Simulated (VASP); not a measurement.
# Sr4Ti4O11 (a cell with a defect) in VASP: further runs

Runs on Sr4Ti4O11 (a cell with a defect). Level: PBEsol. Tasks: single point.

Program: VASP 6.6.1. These are calculated values, not measurements. Logs are shortened: lines on timing, memory, paths and dates and some standing lists are left out, and cuts for length are marked.

## 1. The cell of the first run

The cell holds a defect, 19 atoms: a = 6.740 Å, b = 6.740 Å, c = 6.740 Å, α = 109.47°, β = 109.47°, γ = 109.47°.

## 2. Single point, PBEsol (atoms taken out, then relaxed in part)

Input file INCAR:

```
SYSTEM = Sr4Ti4O11
PREC     = Accurate       ! precision mode
ENCUT    = 520            ! plane-wave cutoff, eV
EDIFF    = 1E-6           ! SCF threshold, eV
ISMEAR   = 0              ! smearing method
SIGMA    = 0.02           ! smearing width, eV
LREAL    = Auto         
LASPH    = .True.         ! aspherical terms in the spheres
NELM     = 80             ! most SCF steps
ALGO     = Normal         ! electronic algorithm
ISIF     = 2              ! what is computed and relaxed
LWAVE    = .False.        ! write WAVECAR
LCHARG   = .False.        ! write CHGCAR
GGA      = PS             ! functional
NBANDS   = 92             ! bands
NELECT   = 152.0
```

Input file KPOINTS:

```
Automatic mesh
0
Gamma
  3 3 3
  0 0 0
```

Input file POSCAR:

```
Sr4Ti4O11
1.0
   -3.8911252269      3.8911252269      3.8911252269
    3.8911252269     -3.8911252269      3.8911252269
    3.8911252269      3.8911252269     -3.8911252269
Sr Ti O
4 4 11
Direct
   -0.0013538136     -0.0013538136     -0.0027076273
    0.5013538136      0.5013538136      0.0027076273
    0.5013538136     -0.0013538136      0.5000000000
   -0.0013538136      0.5013538136      0.5000000000
    0.5154211201      0.5154211201      0.5000000000
   -0.0154211201     -0.0154211201      0.5000000000
    0.0000000000      0.5000000000      0.0000000000
    0.5000000000      0.0000000000      0.0000000000
    0.7249028374      0.4809374078      0.7439654296
    0.2630280217      0.0190625922      0.7439654296
    0.2369719783      0.4809374078      0.2560345704
    0.7750971626      0.0190625922      0.2560345704
    0.7500000000      0.7500000000      0.5000000000
    0.7500000000      0.2500000000      0.0000000000
    0.2500000000      0.7500000000      0.0000000000
    0.4809374078      0.2369719783      0.2560345704
    0.0190625922      0.7750971626      0.2560345704
    0.0190625922      0.2630280217      0.7439654296
    0.4809374078      0.7249028374      0.7439654296
```

Potentials or basis: VASP PAW PBE potentials, release 64 (Sr_sv, Ti_sv, O).

Launch:

```bash
> cat potpaw_PBE.64/Sr_sv/POTCAR potpaw_PBE.64/Ti_sv/POTCAR potpaw_PBE.64/O/POTCAR > POTCAR
> mpirun -np 1 vasp_std > vasp.out
```

OUTCAR:

```text
SYSTEM = Sr4Ti4O11
   PREC = Accurate
   ENCUT = 520
   EDIFF = 1E-6
   ISMEAR = 0
   LREAL = Auto
   LASPH = .True.
   NELM = 80
   ISIF = 2
   GGA = PS
   NELECT = 152.0

 ion  position               nearest neighbor table
   1  0.999  0.999  0.997-  11 2.66  16 2.66  12 2.66  17 2.66  13 2.74  14 2.75  15 2.75  10 2.85
                            18 2.85   9 2.85  19 2.85   6 3.29   5 3.29   7 3.37   8 3.37   8 3.37
   2  0.501  0.501  0.003-  10 2.66  18 2.66   9 2.66  19 2.66  13 2.74  14 2.75  15 2.75  11 2.85
                            16 2.85  12 2.85  17 2.85   5 3.29   6 3.29   8 3.37   7 3.37   8 3.37
   3  0.501  0.999  0.500-   9 2.66  17 2.66  16 2.66  10 2.66  13 2.74  14 2.75  15 2.75  18 2.85
                            11 2.85  12 2.85  19 2.85   5 3.29   6 3.29   8 3.37   7 3.37   8 3.37
   4  0.999  0.501  0.500-  12 2.66  19 2.66  18 2.66  11 2.66  13 2.74  15 2.75  14 2.75  10 2.85
                            16 2.85   9 2.85  17 2.85   5 3.29   6 3.29   7 3.37   8 3.37   8 3.37
   5  0.515  0.515  0.500-  13 1.83  11 1.92  16 1.92   9 1.92  19 1.92   2 3.29   1 3.29   4 3.29
                             3 3.29   3 3.45   4 3.45   1 3.45   2 3.45
   6  0.985  0.985  0.500-  13 1.83  10 1.92  18 1.92  17 1.92  12 1.92   1 3.29   2 3.29   4 3.29
                             3 3.29   4 3.45   3 3.45   2 3.45   1 3.45
   7  0.000  0.500  0.000-  14 1.95  15 1.95   9 2.00  17 2.00  11 2.00  18 2.00   2 3.37   1 3.37
                             4 3.37   4 3.37   3 3.37   3 3.37   1 3.37   2 3.37
   8  0.500  0.000  0.000-  14 1.95  15 1.95  12 2.00  19 2.00  16 2.00  10 2.00   2 3.37   1 3.37
                             3 3.37   3 3.37   4 3.37   4 3.37   1 3.37   2 3.37
   9  0.725  0.481  0.744-   5 1.92   7 2.00   3 2.66   2 2.66   4 2.85   1 2.85
  10  0.263  0.019  0.744-   6 1.92   8 2.00   2 2.66   3 2.66   1 2.85   4 2.85
  11  0.237  0.481  0.256-   5 1.92   7 2.00   1 2.66   4 2.66   2 2.85   3 2.85
  12  0.775  0.019  0.256-   6 1.92   8 2.00   4 2.66   1 2.66   3 2.85   2 2.85
  13  0.750  0.750  0.500-   5 1.83   6 1.83   1 2.74   2 2.74   3 2.74   4 2.74
  14  0.750  0.250  0.000-   7 1.95   8 1.95   4 2.75   3 2.75   1 2.75   2 2.75
  15  0.250  0.750  0.000-   7 1.95   8 1.95   3 2.75   4 2.75   1 2.75   2 2.75
  16  0.481  0.237  0.256-   5 1.92   8 2.00   1 2.66   3 2.66   2 2.85   4 2.85
  17  0.019  0.775  0.256-   6 1.92   7 2.00   3 2.66   1 2.66   4 2.85   2 2.85
  18  0.019  0.263  0.744-   6 1.92   7 2.00   2 2.66   4 2.66   1 2.85   3 2.85
  19  0.481  0.725  0.744-   5 1.92   8 2.00   4 2.66   2 2.66   3 2.85   1 2.85

  LATTYP: Found a body centered cubic cell.
 ALAT       =     7.7822504538

  Lattice vectors:

 A1 = (  -3.8911252269,   3.8911252269,   3.8911252269)
 A2 = (   3.8911252269,  -3.8911252269,   3.8911252269)
 A3 = (   3.8911252269,   3.8911252269,  -3.8911252269)

Analysis of symmetry for initial positions (statically):
=====================================================================
 Subroutine PRICEL returns:
 Original cell was already a primitive cell.

 Routine SETGRP: Setting up the symmetry group for a
 body centered cubic supercell.

 Subroutine GETGRP returns: Found 16 space group operations
 (whereof  4 operations were pure point group operations)
 out of a pool of 48 trial point group operations.

The static configuration has the point symmetry C_2v.
 The point group associated with its full space group is D_4h.

Analysis of symmetry for dynamics (positions and initial velocities):
=====================================================================
 Subroutine PRICEL returns:
 Original cell was already a primitive cell.

 Routine SETGRP: Setting up the symmetry group for a
 body centered cubic supercell.

 Subroutine GETGRP returns: Found 16 space group operations
 (whereof  4 operations were pure point group operations)
 out of a pool of 48 trial point group operations.

The dynamic configuration has the point symmetry C_2v.
 The point group associated with its full space group is D_4h.

 Subroutine INISYM returns: Found 16 space group operations
 (whereof  4 operations are pure point group operations),
 and found     1 'primitive' translations

----------------------------------------------------------------------------------------

                                     Primitive cell

  volume of cell :     235.6599

  direct lattice vectors                    reciprocal lattice vectors
    -3.891125227  3.891125227  3.891125227     0.000000000  0.128497535  0.128497535
     3.891125227 -3.891125227  3.891125227     0.128497535  0.000000000  0.128497535
     3.891125227  3.891125227 -3.891125227     0.128497535  0.128497535  0.000000000

  length of vectors
     6.739626592  6.739626592  6.739626592     0.181722957  0.181722957  0.181722957

  position of ions in fractional coordinates (direct lattice)
     0.998646186  0.998646186  0.997292373
     0.501353814  0.501353814  0.002707627
     0.501353814  0.998646186  0.500000000
     0.998646186  0.501353814  0.500000000
     0.515421120  0.515421120  0.500000000
     0.984578880  0.984578880  0.500000000
[... 11 lines left out ...]
     0.019062592  0.263028022  0.743965430
     0.480937408  0.724902837  0.743965430

  ion indices of the primitive-cell ions
   primitive index   ion index
                 1           1
                 2           2
                 3           3
                 4           4
                 5           5
                 6           6
[... 11 lines left out ...]
                18          18
                19          19

----------------------------------------------------------------------------------------

 KPOINTS: Automatic mesh

Automatic generation of k-mesh.
 Grid dimensions read from file:
 generate k-points for:    3    3    3

 Generating k-lattice:

  Cartesian coordinates                     Fractional coordinates (reciprocal lattice)
     0.000000000  0.042832512  0.042832512     0.333333333  0.000000000  0.000000000
     0.042832512  0.000000000  0.042832512     0.000000000  0.333333333  0.000000000
     0.042832512  0.042832512  0.000000000     0.000000000  0.000000000  0.333333333

  Length of vectors
     0.060574319  0.060574319  0.060574319

  Shift w.r.t. Gamma in fractional coordinates (k-lattice)
     0.000000000  0.000000000  0.000000000

 Subroutine IBZKPT returns following result:
 ===========================================

 Found      6 irreducible k-points:

 Following reciprocal coordinates:
            Coordinates               Weight
  0.000000  0.000000  0.000000      1.000000
  0.333333  0.000000  0.000000      8.000000
  0.000000  0.000000  0.333333      4.000000
  0.333333  0.333333  0.000000      8.000000
 -0.333333  0.333333  0.333333      4.000000
  0.333333  0.333333 -0.333333      2.000000
   k-points           NKPTS =      6   k-points in BZ     NKDIM =      6   number of bands    NBANDS=     92
   number of dos      NEDOS =    301   number of ions     NIONS =     19
   total plane-waves  NPLWV = 125000
   dimension x,y,z NGX =    50 NGY =   50 NGZ =   50
   dimension x,y,z NGXF=   100 NGYF=  100 NGZF=  100
   ions per type =               4   4  11
   NGX,Y,Z   is equivalent  to a cutoff of  12.33, 12.33, 12.33 a.u.
   NGXF,Y,Z  is equivalent  to a cutoff of  24.67, 24.67, 24.67 a.u.
 SYSTEM =  Sr4Ti4O11
   PREC   = accura    normal or accurate (medium, high low for compatibility)
   ISTART =      0    job   : 0-new  1-cont  2-samecut
   ICHARG =      2    charge: 1-file 2-atom 10-const
   ISPIN  =      1    spin polarized calculation?
   LNONCOLLINEAR =      F non collinear calculations
   LSORBIT =      F    spin-orbit coupling
   LASPH  =      T    aspherical Exc in radial PAW
   ENCUT  =  520.0 eV  38.22 Ry    6.18 a.u.  12.53 12.53 12.53*2*pi/ulx,y,z
   NELM   =     80;   NELMIN=  2; NELMDL= -5     # of ELM steps
   EDIFF  = 0.1E-05   stopping-criterion for ELM
   LREAL  =      T    real-space projection
   EDIFFG = 0.1E-04   stopping-criterion for IOM
   NSW    =      0    number of steps for IOM
   IBRION =     -1    ionic relax: 0-MD 1-quasi-New 2-CG
   NFREE  =      0    steps in history (QN), initial steepest desc. (CG)
   ISIF   =      2    stress and relaxation
   ISYM   =      2    0-nonsym 1-usesym 2-fastsym
   POTIM  = 0.5000    time-step for ionic-motion
   TEBEG  =    0.0;   TEEND  =   0.0 temperature during run
   PSTRESS=    0.0 pullay stress
   NELECT =     152.0000    total number of electrons
   NUPDOWN=      -1.0000    fix difference up-down
   EMIN   =  10.00;   EMAX   =-10.00  energy-range for DOS
   EFERMI =   0.00;   METHOD = LEGACY
   ISMEAR =     0;   SIGMA  =   0.02  broadening in eV -4-tet -1-fermi 0-gaus
   EFERMI_NEDOS =   21; number of points for ismear=-14 and -15
   IALGO  =     38    algorithm
   IMIX   =      4    mixing-type and parameters
     AMIX     =   0.40;   BMIX     =  1.00
     AMIX_MAG =   1.60;   BMIX_MAG =  1.00
  volume/ion in A,a.u.               =      12.40        83.70
  Fermi-wavevector in a.u.,A,eV,Ry     =   1.414471  2.672963 27.221573  2.000729
  Thomas-Fermi vector in A             =   2.536010
   LORBIT       =      0    0 simple, 1 ext, 2 COOP (PROOUT), +10 PAW based schemes
   GGA     = PS    functional components
   LHFCALC =     F    Hartree Fock is set to
   AEXX    =    0.0000 exact exchange contribution
   IVDW    =     0    specifies the selected vdW correction
   LEPSILON=     F    determine dielectric tensor
   LRPA    =     F    only Hartree local field effects (RPA)
 non-spin polarized calculation
 Gauss-broadening in eV      SIGMA  =   0.02
  energy-cutoff  :      520.00
  volume of cell :      235.66
 maximum number of plane-waves:      6363
 NGX is ok and might be reduce to    50
   NGX = 25   NGY = 25   NGZ = 25

 number of electron     151.9999997 magnetization

 Free energy of the ion-electron system (eV)
  ---------------------------------------------------
  ext. energy  EPLUGINS =         0.00000000
  ---------------------------------------------------
  free energy    TOTEN  =      -169.59115643 eV

  energy without entropy =     -169.59115643  energy(sigma->0) =     -169.59115643

 E-fermi :   4.0329     XC(G=0): -11.2448

 val. band max:        3.9311853515   @ k =   0.3333   0.3333  -0.3333
 cond. band min:       5.7322967989   @ k =   0.0000   0.0000   0.0000
 fundamental gap:      1.8011114474
 Fermi energy:         4.0328631860

 k-point     1 :       0.0000    0.0000    0.0000
  band No.  band energies     occupation
      1     -52.4271      2.00000
      2     -52.4254      2.00000
      3     -52.3827      2.00000
      4     -52.3802      2.00000
      5     -29.0565      2.00000
      6     -28.9598      2.00000
[... 80 lines left out ...]
     87       8.0218      0.00000
     88       8.0218      0.00000

 k-point     2 :       0.3333    0.0000    0.0000
  band No.  band energies     occupation
      1     -52.4267      2.00000
      2     -52.4259      2.00000
      3     -52.3826      2.00000
      4     -52.3803      2.00000
      5     -29.0563      2.00000
      6     -28.9636      2.00000
[... 353 lines left out ...]
     87       7.9866      0.00000
     88       8.0648      0.00000

 k-point     6 :       0.3333    0.3333   -0.3333
  band No.  band energies     occupation
      1     -52.4267      2.00000
      2     -52.4259      2.00000
      3     -52.3826      2.00000
      4     -52.3803      2.00000
      5     -29.0600      2.00000
      6     -28.9633      2.00000
[... 80 lines left out ...]
     87       8.0813      0.00000
     88       8.0813      0.00000
 [bands above 88 left out]

------------------------ aborting loop because EDIFF is reached ----------------------------------------

  FORCE on cell =-STRESS in cart. coord.  units (eV):
  Direction    XX          YY          ZZ          XY          YZ          ZX
  --------------------------------------------------------------------------------------
  -------------------------------------------------------------------------------------
  Total      -17.9742656    -17.9742656    -17.3371867     -0.0000000     -0.0000000      0.0000000
  in kB     -122.2013836   -122.2013836   -117.8700841     -0.0000000     -0.0000000      0.0000000
  external PRESSURE =    -120.7576171 kB  Pullay stress =       0.0000000 kB

 VOLUME and BASIS-vectors are now :
 -----------------------------------------------------------------------------
  energy-cutoff  :      520.00
  volume of cell :      235.66
      direct lattice vectors                 reciprocal lattice vectors
    -3.891125227  3.891125227  3.891125227     0.000000000  0.128497535  0.128497535
     3.891125227 -3.891125227  3.891125227     0.128497535  0.000000000  0.128497535
     3.891125227  3.891125227 -3.891125227     0.128497535  0.128497535  0.000000000

 POSITION                                       TOTAL-FORCE (eV/Angst)
 -----------------------------------------------------------------------------------
      3.88059      3.88059      3.89113         0.001106      0.001106     -0.000000
      0.01054      0.01054      3.89113        -0.001106     -0.001106     -0.000000
      3.88059      0.01054      3.89113         0.001106     -0.001106     -0.000000
      0.01054      3.88059      3.89113        -0.001106      0.001106     -0.000000
      1.94556      1.94556      2.06557         0.000000      0.000000     -0.069097
      1.94556      1.94556      5.71668         0.000000      0.000000      0.069097
[... 11 lines left out ...]
      3.84416      1.94556     -1.79721         0.009494     -0.000000      0.000930
      3.84416      1.94556      1.79721         0.009494     -0.000000     -0.000930
 -----------------------------------------------------------------------------------
    total drift:                               -0.000005     -0.000005      0.000006

  FREE ENERGIE OF THE ION-ELECTRON SYSTEM (eV)
  ---------------------------------------------------
  free  energy   TOTEN  =      -169.5911564255 eV

  energy  without entropy=     -169.5911564255  energy(sigma->0) =     -169.59115643
```

Run time: 5.9 min. Hardware: 1 thread of Intel Xeon Platinum 8259CL at 2.50GHz (Skylake/Cascade Lake), shared host; peak memory 0.39 GiB.

Results:

```
Free energy   : -169.5912 eV
Largest force : 0.069 eV/Å
```

Forces in eV/Å, atoms in the order of the input:
```
Sr   0.001  0.001  0.000
Sr  -0.001 -0.001  0.000
Sr   0.001 -0.001  0.000
Sr  -0.001  0.001  0.000
Ti   0.000  0.000 -0.069
Ti   0.000  0.000  0.069
Ti   0.000  0.000  0.000
Ti   0.000  0.000  0.000
O    0.000  0.009 -0.001
O    0.000  0.009  0.001
O    0.000 -0.009 -0.001
O    0.000 -0.009  0.001
O    0.000  0.000  0.000
O    0.000  0.000  0.000
O    0.000  0.000  0.000
O   -0.009  0.000 -0.001
O   -0.009  0.000  0.001
O    0.009  0.000  0.001
O    0.009  0.000 -0.001
```

Levels at points of the mesh, in eV from the Fermi level:
| k point | band 73 | band 74 | band 75 | band 76 | band 77 | band 78 | band 79 | band 80 |
| --- | --- | --- | --- | --- | --- | --- | --- | --- |
| (0.00, 0.00, 0.00) | -0.99 | -0.38 | -0.38 | -0.15 | 1.70 | 1.94 | 1.94 | 2.21 |

Caveat: the cell carries a net charge on a neutralising background, which shifts energy and pressure; the cell differs from its parent crystal (atoms taken out, then relaxed in part); the cell is charged against a uniform background, so pressure and absolute levels hang on convention; the PAW data sets were made with another functional, which shifts forces and pressure a little.

(Part 1 of 2 ends here.)
